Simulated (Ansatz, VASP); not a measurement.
# One calculation of W, two programs

File INCAR:

```
PREC = Accurate
ENCUT = 520
EDIFF = 1E-7
ISMEAR = -1
SIGMA = 0.1
LREAL = F
LASPH = T
NELM = 100
ALGO = Normal
ISIF = 2
LWAVE = F
LCHARG = F
GGA = RP
NBANDS = 13
```

The input KPOINTS:

```
Automatic mesh
0
Gamma
  13 13 13
```

File POSCAR:

```
W
1.0
    2.6849539458      0.0000000000      0.0000000000
    0.0000000000      2.6849539458      0.0000000000
    0.0000000000      0.0000000000      2.6849539458
W
1
Direct
    0.0000000000      0.0000000000      0.0000000000
```

Input for Ansatz:

```yaml
crystal:
  lattice:
    - [2.6849539458, 0.0, 0.0]
    - [0.0, 2.6849539458, 0.0]
    - [0.0, 0.0, 2.6849539458]
  atoms:
    - { symbol: W, position: [0.0, 0.0, 0.0] }
hamiltonian:
  xc: rpbe
  pseudopotentials:
    kind: paw
    azcp:
      W: "pseudopotentials/W.paw.azcp"
basis:
  ecutwfc: 420
  fft_grid_basis: typed
kpoints:
  mp_grid: { grid: [13, 13, 13], shift: [0, 0, 0] }
magnetization:
  spin_polarized: false
scf:
  occupations: { method: fermi_dirac, width: 0.1 }
  lower_state_search: "off"
output:
  stress: true
```

Alike in both runs: task single point; functional RPBE; k mesh 13 × 13 × 13; occupations fermi-dirac, width 0.1 eV; no spin polarisation.

|  | VASP | Ansatz |
| --- | --- | --- |
| version | VASP 6.6.1 | Ansatz 0.2.0 |
| potentials or method | VASP PAW PBE potentials, release 64 (W_sv), cutoff 520 eV | plane waves (420 eV) with PAW, scalar-relativistic |
| valence electrons in the cell | 14 | 14 |

VASP gave:

* pressure (GPa): -7.5

Which values does Ansatz return?

Pressure (GPa): -7.9.

VASP's potentials were made for PBE, not for RPBE. The functional is the same, so the differences come from potentials, cutoffs and numerics.

Spin-orbit coupling is off throughout.
